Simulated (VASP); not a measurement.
Li2Se:

```xyz
3
Lattice="0.0000 2.9935 2.9935 2.9935 0.0000 2.9935 2.9935 2.9935 0.0000" Properties=species:S:1:pos:R:3 pbc="T T T"
Li    1.4967    1.4967    1.4967
Li    4.4902    4.4902    4.4902
Se    0.0000    0.0000    0.0000
```

Program: VASP 6.6.1. Alike in all runs: task single point; potentials or basis VASP PAW PBE potentials, release 64 (Li_sv, Se); no spin polarisation; cell as given; smearing gaussian 0.01 eV.

**Question.** Order these runs on this cell by their band gap on the k mesh, lowest first.
A. level PBE; k mesh 8 × 8 × 8; cutoff (eV) 750
B. level HSE06; k mesh 6 × 6 × 6; cutoff (eV) 650; grid for exact exchange (PRECFOCK) Normal; screening parameter 0.2079 1/Å
C. level r2SCAN; k mesh 6 × 6 × 6; cutoff (eV) 830

**Answer.** A (2.97 eV), C (3.46 eV), B (3.83 eV).

A k mesh can miss the band edges.
